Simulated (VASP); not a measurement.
Set up this calculation in VASP 6.6.1, as the native input.

```yaml
Task: single point
Functional: PBEsol
Potentials_or_basis: VASP PAW PBE potentials, release 64 (Co, Si)
Cutoff: 520 eV
k_mesh: 3 × 3 × 3
Occupations: fermi-dirac, width 0.3 eV
Spin: no spin polarisation
Dipole_correction: no
Further_INCAR_settings: ALGO = Normal; EDIFF = 1e-06; NBANDS = 46
```

The structure of CoSi2 lies in POSCAR:

```
CoSi2
1.0
    5.4529660000      0.0000000000      0.0000000000
    0.0000000000      5.4529660000      0.0000000000
    0.0000000000      0.0000000000      5.4529660000
Co Si
4 8
Direct
    0.0018338644     -0.0122685526     -0.0231800455
    0.4718899769      0.5332694170     -0.0301670687
    0.5124000406      0.0483039872      0.4793721435
    0.0330278971      0.4720550247      0.5272176647
    0.2319655028      0.2275092124      0.2394293308
    0.7597516654      0.7552403591      0.7731021980
    0.7126947060      0.6924855207      0.3080708737
    0.2526514928      0.2125448792      0.7457226031
    0.6944477556      0.2524497677      0.7831150974
    0.2590150021      0.7804193168      0.2157724805
    0.2641498223      0.8011969999      0.7301347560
    0.7851506868      0.1913270686      0.3027159898
```

One way to write it, as run:

INCAR

```
  PREC = Accurate
  ENCUT = 520
  EDIFF = 1E-6
  ISMEAR = -1
  SIGMA = 0.3
  LREAL = False
  LASPH = True
  NELM = 80
  ALGO = Normal
  ISIF = 2
  LWAVE = False
  LCHARG = False
  GGA = PS
  NBANDS = 46
```

KPOINTS

```
Automatic mesh
0
Gamma
  3 3 3
```

Potentials or basis: VASP PAW PBE potentials, release 64 (Co, Si).

Launch:

```bash
$ cat potpaw_PBE.64/Co/POTCAR potpaw_PBE.64/Si/POTCAR > POTCAR
$ mpirun -np 1 vasp_std > vasp.out
```

It gave:

```
Pressure               : 0.1 GPa
Largest force          : 5.351 eV/Å
Band gap on the k mesh : zero (band 34 reaches 9.76 eV, above the bottom of band 35 at 9.21 eV)
```

Caveat: the k points lie up to 0.38 Å⁻¹ apart; the PAW data sets were made with another functional, which shifts forces and pressure a little.

Run time: 2.6 min on 1 thread of Intel(R) Xeon(R) Platinum 8259CL CPU @ 2.50GHz (Skylake/Cascade Lake), with other jobs on the host, peak memory 0.29 GiB.
